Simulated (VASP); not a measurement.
Set up this calculation in VASP 6.6.1, as the native input.

```
Task                   : single point
Functional             : PBE
Dispersion             : D3(BJ)
Potentials or basis    : VASP PAW PBE potentials, release 64 (C)
Cutoff                 : 520 eV
k mesh                 : 7 × 11 × 3
Occupations            : gaussian, width 0.05 eV
Spin                   : no spin polarisation
Dipole correction      : no
Further INCAR settings : ALGO = Normal; EDIFF = 1e-06; NBANDS = 31
```

The structure of C lies in POSCAR:

```
C
1.0
    0.0000000000      1.4231666446     -3.3613878322
   -2.4649969361      0.0000000000      0.0000000000
    2.8758297588     10.4756204169      1.2374271723
C
10
Direct
    0.0097995491      0.5811321459      0.8409704108
    0.7240182001      0.6754419907      0.0646645635
    0.7954635373      0.4018645295      0.2587410253
   -0.1330911254      1.1282870683      0.4528174871
   -0.0616457881      0.8547096071      0.6468939490
    0.7474271372      0.2509805481      0.1294118983
   -0.1811275255      0.9774030869      0.3234883602
   -0.1096821882      0.7038256257      0.5175648220
   -0.0382368510      1.4302481645      0.7116412838
    0.0332084863      1.1566707033      0.9057177457
```

One way to write it, as run:

INCAR

```
  PREC = Accurate
  ENCUT = 520
  EDIFF = 1E-6
  ISMEAR = 0
  SIGMA = 0.05
  LREAL = F
  LASPH = T
  NELM = 80
  ALGO = Normal
  ISIF = 2
  LWAVE = F
  LCHARG = F
  GGA = PE
  IVDW = 12
  NBANDS = 31
```

KPOINTS

```
regular mesh
0
Gamma
  7 11 3
```

Potentials or basis: VASP PAW PBE potentials, release 64 (C).

The run is started by

```sh
$ cat potpaw_PBE.64/C/POTCAR > POTCAR
$ mpirun -np 1 vasp_std > vasp.out
```

Results of the run:

The pressure is -0.2 GPa. The largest force is 4.960 eV/Å and the band gap on the k mesh is zero (band 20 reaches 4.25 eV, above the bottom of band 21 at 4.20 eV). The dispersion energy per atom is -0.153 eV.

Caveat: pairwise dispersion overbinds metals, which lowers pressure and volume; forces of over 1 eV/Å act on the atoms, so gaps and moduli don't describe the material at rest.

It took 2.9 min on 1 thread of AMD EPYC 9R45 96-Core Processor (Zen 5), on a shared host, peak memory 0.31 GiB.
